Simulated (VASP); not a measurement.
# Pb (Im-3m) in VASP: single point with PBE

Aim: the single point of Pb with PBE.

Program: VASP 6.6.1. These are calculated values, not measurements. Logs are shortened: lines on timing, memory, paths and dates and some standing lists are left out, and cuts for length are marked.

### Step 1. The cell of the first run

Symmetry: Im-3m, No. 229, cubic system. The conventional cell has a = 4.004 Å, b = 4.004 Å, c = 4.004 Å, α = 90.00°, β = 90.00°, γ = 90.00°. Within 4.6 Å of Pb (site symmetry m-3m) lie 14 Pb at 3.47 to 4.00 Å.

### Step 2. Single point, PBE, non-collinear spin, zero start, spin-orbit coupling

INCAR reads:

```
ALGO = Normal ; EDIFF = 1E-6
ENCUT = 520 ; GGA = PE
GGA_COMPAT = False ; ISIF = 2
ISMEAR = -1 ; LASPH = True
LCHARG = False ; LNONCOLLINEAR = True
LORBIT = 11 ; LORBMOM = True
LREAL = False ; LSORBIT = True
LWAVE = False ; MAGMOM = 0 0 0
NBANDS = 25 ; NELM = 150
PREC = Accurate ; SIGMA = 0.05
```

KPOINTS reads:

```
k-points
0
Gamma
  15 15 15
```

POSCAR reads:

```
Pb
1.0
   -2.0019679143      2.0019679143      2.0019679143
    2.0019679143     -2.0019679143      2.0019679143
    2.0019679143      2.0019679143     -2.0019679143
Pb
1
Direct
    0.0000000000      0.0000000000      0.0000000000
```

Potentials or basis: VASP PAW PBE potentials, release 64 (Pb_d).

Launch:

```bash
> cat potpaw_PBE.64/Pb_d/POTCAR > POTCAR
> mpirun -np 1 vasp_ncl > vasp.out
```

OUTCAR:

```text
EDIFF = 1E-6
   ENCUT = 520
   GGA = PE
   ISIF = 2
   ISMEAR = -1
   LASPH = True
   LNONCOLLINEAR = True
   LORBIT = 11
   LREAL = False
   LSORBIT = True
   NELM = 150
   PREC = Accurate

 ion  position               nearest neighbor table
   1  0.000  0.000  0.000-

  LATTYP: Found a body centered cubic cell.
 ALAT       =     4.0039358286

  Lattice vectors:

 A1 = (  -2.0019679143,   2.0019679143,   2.0019679143)
 A2 = (   2.0019679143,  -2.0019679143,   2.0019679143)
 A3 = (   2.0019679143,   2.0019679143,  -2.0019679143)

Analysis of symmetry for initial positions (statically):
=====================================================================
 Subroutine PRICEL returns:
 Original cell was already a primitive cell.

 Routine SETGRP: Setting up the symmetry group for a
 body centered cubic supercell.

 Subroutine GETGRP returns: Found 48 space group operations
 (whereof 48 operations were pure point group operations)
 out of a pool of 48 trial point group operations.

The static configuration has the point symmetry O_h .

Analysis of symmetry for dynamics (positions and initial velocities):
=====================================================================
 Subroutine PRICEL returns:
 Original cell was already a primitive cell.

 Routine SETGRP: Setting up the symmetry group for a
 body centered cubic supercell.

 Subroutine GETGRP returns: Found 48 space group operations
 (whereof 48 operations were pure point group operations)
 out of a pool of 48 trial point group operations.

The dynamic configuration has the point symmetry O_h .

Analysis of structural, dynamic, and magnetic symmetry:
=====================================================================
 Subroutine PRICEL returns:
 Original cell was already a primitive cell.

 Routine SETGRP: Setting up the symmetry group for a
 body centered cubic supercell.

 Subroutine GETGRP returns: Found 48 space group operations
 (whereof 48 operations were pure point group operations)
 out of a pool of 48 trial point group operations.

The overall configuration has the point symmetry O_h .

 Subroutine INISYM returns: Found 48 space group operations
 (whereof 48 operations are pure point group operations),
 and found     1 'primitive' translations

----------------------------------------------------------------------------------------

                                     Primitive cell

  volume of cell :      32.0946

  direct lattice vectors                    reciprocal lattice vectors
    -2.001967914  2.001967914  2.001967914     0.000000000  0.249754253  0.249754253
     2.001967914 -2.001967914  2.001967914     0.249754253  0.000000000  0.249754253
     2.001967914  2.001967914 -2.001967914     0.249754253  0.249754253  0.000000000

  length of vectors
     3.467510143  3.467510143  3.467510143     0.353205851  0.353205851  0.353205851

  position of ions in fractional coordinates (direct lattice)
     0.000000000  0.000000000  0.000000000

  ion indices of the primitive-cell ions
   primitive index   ion index
                 1           1

----------------------------------------------------------------------------------------

 KPOINTS: k-points

Automatic generation of k-mesh.
 Grid dimensions read from file:
 generate k-points for:   15   15   15

 Generating k-lattice:

  Cartesian coordinates                     Fractional coordinates (reciprocal lattice)
     0.000000000  0.016650284  0.016650284     0.066666667  0.000000000  0.000000000
     0.016650284  0.000000000  0.016650284     0.000000000  0.066666667  0.000000000
     0.016650284  0.016650284  0.000000000     0.000000000  0.000000000  0.066666667

  Length of vectors
     0.023547057  0.023547057  0.023547057

  Shift w.r.t. Gamma in fractional coordinates (k-lattice)
     0.000000000  0.000000000  0.000000000

 Subroutine IBZKPT returns following result:
 ===========================================

 Found    120 irreducible k-points:

 Following reciprocal coordinates:
            Coordinates               Weight
  0.000000  0.000000  0.000000      1.000000
  0.066667  0.000000  0.000000     12.000000
  0.133333  0.000000  0.000000     12.000000
  0.200000  0.000000  0.000000     12.000000
  0.266667  0.000000  0.000000     12.000000
  0.333333  0.000000  0.000000     12.000000
[... 16 lines left out ...]
  0.333333  0.200000  0.000000     48.000000
  0.400000  0.200000  0.000000     24.000000
 [... further k-points ...]
   k-points           NKPTS =    120   k-points in BZ     NKDIM =    120   number of bands    NBANDS=     25
   number of dos      NEDOS =    301   number of ions     NIONS =      1
   total plane-waves  NPLWV =  21952
   dimension x,y,z NGX =    28 NGY =   28 NGZ =   28
   dimension x,y,z NGXF=    56 NGYF=   56 NGZF=   56
   ions per type =               1
   NGX,Y,Z   is equivalent  to a cutoff of  13.42, 13.42, 13.42 a.u.
   NGXF,Y,Z  is equivalent  to a cutoff of  26.85, 26.85, 26.85 a.u.
 SYSTEM =  unknown system
   PREC   = accura    normal or accurate (medium, high low for compatibility)
   ISTART =      0    job   : 0-new  1-cont  2-samecut
   ICHARG =      2    charge: 1-file 2-atom 10-const
   ISPIN  =      1    spin polarized calculation?
   LNONCOLLINEAR =      T non collinear calculations
   LSORBIT =      T    spin-orbit coupling
   LASPH  =      T    aspherical Exc in radial PAW
   ENCUT  =  520.0 eV  38.22 Ry    6.18 a.u.   6.45  6.45  6.45*2*pi/ulx,y,z
   NELM   =    150;   NELMIN=  2; NELMDL= -5     # of ELM steps
   EDIFF  = 0.1E-05   stopping-criterion for ELM
   LREAL  =      F    real-space projection
   EDIFFG = 0.1E-04   stopping-criterion for IOM
   NSW    =      0    number of steps for IOM
   IBRION =     -1    ionic relax: 0-MD 1-quasi-New 2-CG
   NFREE  =      0    steps in history (QN), initial steepest desc. (CG)
   ISIF   =      2    stress and relaxation
   ISYM   =      2    0-nonsym 1-usesym 2-fastsym
   POTIM  = 0.5000    time-step for ionic-motion
   TEBEG  =    0.0;   TEEND  =   0.0 temperature during run
   PSTRESS=    0.0 pullay stress
   NELECT =      14.0000    total number of electrons
   NUPDOWN=      -1.0000    fix difference up-down
   EMIN   =  10.00;   EMAX   =-10.00  energy-range for DOS
   EFERMI =   0.00;   METHOD = LEGACY
   ISMEAR =    -1;   SIGMA  =   0.05  broadening in eV -4-tet -1-fermi 0-gaus
   EFERMI_NEDOS =   21; number of points for ismear=-14 and -15
   IALGO  =     38    algorithm
   IMIX   =      4    mixing-type and parameters
     AMIX     =   0.40;   BMIX     =  1.00
     AMIX_MAG =   1.60;   BMIX_MAG =  1.00
  volume/ion in A,a.u.               =      32.09       216.58
  Fermi-wavevector in a.u.,A,eV,Ry     =   1.241577  2.346241 20.973571  1.541514
  Thomas-Fermi vector in A             =   2.375969
   LORBIT       =     11    0 simple, 1 ext, 2 COOP (PROOUT), +10 PAW based schemes
   GGA     = PE    functional components
   LHFCALC =     F    Hartree Fock is set to
   AEXX    =    0.0000 exact exchange contribution
   IVDW    =     0    specifies the selected vdW correction
   LEPSILON=     F    determine dielectric tensor
   LRPA    =     F    only Hartree local field effects (RPA)
  energy-cutoff  :      520.00
  volume of cell :       32.09
 maximum number of plane-waves:      1798
 NGX is ok and might be reduce to    28
   NGX = 13   NGY = 13   NGZ = 13

 number of electron      14.0000000 magnetization       0.0000000      0.0000000      0.0000000

 number of electron      13.9999997 magnetization       0.0000000     -0.0000000     -0.0000000

 number of electron      13.9999997 magnetization      -0.0000000      0.0000000      0.0000000

 Free energy of the ion-electron system (eV)
  ---------------------------------------------------
  ext. energy  EPLUGINS =         0.00000000
  ---------------------------------------------------
  free energy    TOTEN  =        -4.07816616 eV

  energy without entropy =       -4.07283764  energy(sigma->0) =       -4.07550190

 E-fermi :   6.6213     XC(G=0):  -9.8947

 val. band max:        6.6201854673   @ k =  -0.4667  -0.4667   0.2667
 cond. band min:       6.6493856922   @ k =  -0.4000  -0.4667   0.1333
 fundamental gap:      0.0292002249
 Fermi energy:         6.6213096343

 k-point     1 :       0.0000    0.0000    0.0000
  band No.  band energies     occupation
      1     -11.7920      1.00000
      2     -11.7920      1.00000
      3     -11.7920      1.00000
      4     -11.7920      1.00000
      5      -9.3353      1.00000
      6      -9.3353      1.00000
[... 17 lines left out ...]
     24      17.7174      0.00000
     25      17.7268      0.00000

 k-point     2 :       0.0667    0.0000    0.0000
  band No.  band energies     occupation
      1     -11.7914      1.00000
      2     -11.7914      1.00000
      3     -11.7885      1.00000
      4     -11.7885      1.00000
      5      -9.3300      1.00000
      6      -9.3300      1.00000
[... 17 lines left out ...]
     24      17.5948      0.00000
     25      18.4172      0.00000

 k-point     3 :       0.1333    0.0000    0.0000
  band No.  band energies     occupation
      1     -11.7897      1.00000
      2     -11.7897      1.00000
      3     -11.7785      1.00000
      4     -11.7785      1.00000
      5      -9.3154      1.00000
      6      -9.3154      1.00000
[... 552 lines left out ...]
 k-point    23 :       0.3333    0.2000    0.0000
  band No.  band energies     occupation
      1     -11.7705      1.00000
      2     -11.7705      1.00000
      3     -11.7242      1.00000
      4     -11.7242      1.00000
      5      -9.2714      1.00000
      6      -9.2714      1.00000
[... 17 lines left out ...]
     24      19.5304      0.00000
     25      20.2962      0.00000

 k-point    24 :       0.4000    0.2000    0.0000
  band No.  band energies     occupation
      1     -11.7697      1.00000
      2     -11.7697      1.00000
      3     -11.7224      1.00000
      4     -11.7224      1.00000
      5      -9.2729      1.00000
      6      -9.2729      1.00000
[... 17 lines left out ...]
     24      19.4773      0.00000
     25      19.6197      0.00000

 [... further k-points ...]

------------------------ aborting loop because EDIFF is reached ----------------------------------------

  FORCE on cell =-STRESS in cart. coord.  units (eV):
  Direction    XX          YY          ZZ          XY          YZ          ZX
  --------------------------------------------------------------------------------------
  -------------------------------------------------------------------------------------
  Total        0.0034045      0.0034045      0.0034045      0.0000000      0.0000000     -0.0000000
  in kB        0.1699521      0.1699521      0.1699521      0.0000000      0.0000000     -0.0000000
  external PRESSURE =       0.1699521 kB  Pullay stress =       0.0000000 kB

 VOLUME and BASIS-vectors are now :
 -----------------------------------------------------------------------------
  energy-cutoff  :      520.00
  volume of cell :       32.09
      direct lattice vectors                 reciprocal lattice vectors
    -2.001967914  2.001967914  2.001967914     0.000000000  0.249754253  0.249754253
     2.001967914 -2.001967914  2.001967914     0.249754253  0.000000000  0.249754253
     2.001967914  2.001967914 -2.001967914     0.249754253  0.249754253  0.000000000

 POSITION                                       TOTAL-FORCE (eV/Angst)
 -----------------------------------------------------------------------------------
      0.00000      0.00000      0.00000         0.000000      0.000000      0.000000
 -----------------------------------------------------------------------------------
    total drift:                                0.000000      0.000000      0.000000

  FREE ENERGIE OF THE ION-ELECTRON SYSTEM (eV)
  ---------------------------------------------------
  free  energy   TOTEN  =        -4.0781661635 eV

  energy  without entropy=       -4.0728376443  energy(sigma->0) =       -4.07550190

 orbital moment (x)

 # of ion     p       d       tot
 ----------------------------------------
  1         0.000  -0.000  -0.000
 ----------------------------------------
            0.000  -0.000  -0.000

 orbital moment (y)

 # of ion     p       d       tot
 ----------------------------------------
  1         0.000  -0.000  -0.000
 ----------------------------------------
            0.000  -0.000  -0.000

 orbital moment (z)

 # of ion     p       d       tot
 ----------------------------------------
  1         0.000   0.000   0.000
 ----------------------------------------
            0.000   0.000   0.000

 Spin-Orbit-Coupling matrix elements

 Ion:    1  E_soc:     -1.1661254
 l=   1
     0.0000000    -0.1269199    -0.1269199
    -0.1269199     0.0000000    -0.1269199
    -0.1269199    -0.1269199     0.0000000
 l=   2
     0.0000000    -0.0134514     0.0000000    -0.0134514    -0.0539829
    -0.0134514     0.0000000    -0.0404872    -0.0134514    -0.0134957
     0.0000000    -0.0404872     0.0000000    -0.0404872     0.0000000
    -0.0134514    -0.0134514    -0.0404872     0.0000000    -0.0134957
    -0.0539829    -0.0134957     0.0000000    -0.0134957     0.0000000
 l=   3
     0.0000000     0.0000000     0.0000000     0.0000000     0.0000000     0.0000000     0.0000000
     0.0000000     0.0000000     0.0000000     0.0000000     0.0000000     0.0000000     0.0000000
     0.0000000     0.0000000     0.0000000     0.0000000     0.0000000     0.0000000     0.0000000
     0.0000000     0.0000000     0.0000000     0.0000000     0.0000000     0.0000000     0.0000000
     0.0000000     0.0000000     0.0000000     0.0000000     0.0000000     0.0000000     0.0000000
     0.0000000     0.0000000     0.0000000     0.0000000     0.0000000     0.0000000     0.0000000
     0.0000000     0.0000000     0.0000000     0.0000000     0.0000000     0.0000000     0.0000000

 total charge

# of ion       s       p       d       tot
------------------------------------------
    1        1.395   0.741   9.809  11.945

 magnetization (x)

# of ion       s       p       d       tot
------------------------------------------
    1        0.000  -0.000  -0.000  -0.000

 magnetization (y)

# of ion       s       p       d       tot
------------------------------------------
    1        0.000  -0.000   0.000   0.000

 magnetization (z)

# of ion       s       p       d       tot
------------------------------------------
    1        0.000  -0.000   0.000  -0.000
```

Wall time 1.9 min (1 thread of AMD EPYC 9R45 (Zen 5), shared host); peak memory 0.3 GiB.

What came out:

| Quantity | Value |
| --- | --- |
| Free energy | -4.0782 eV |
| Pressure | 0.0 GPa |
| Net moment | 0.00 μB per cell |
| Valence electrons inside the program's atomic spheres | Pb 11.95 |

Moments on the atoms (μB; x, y, z):
```
Pb  0.00 0.00 0.00
```
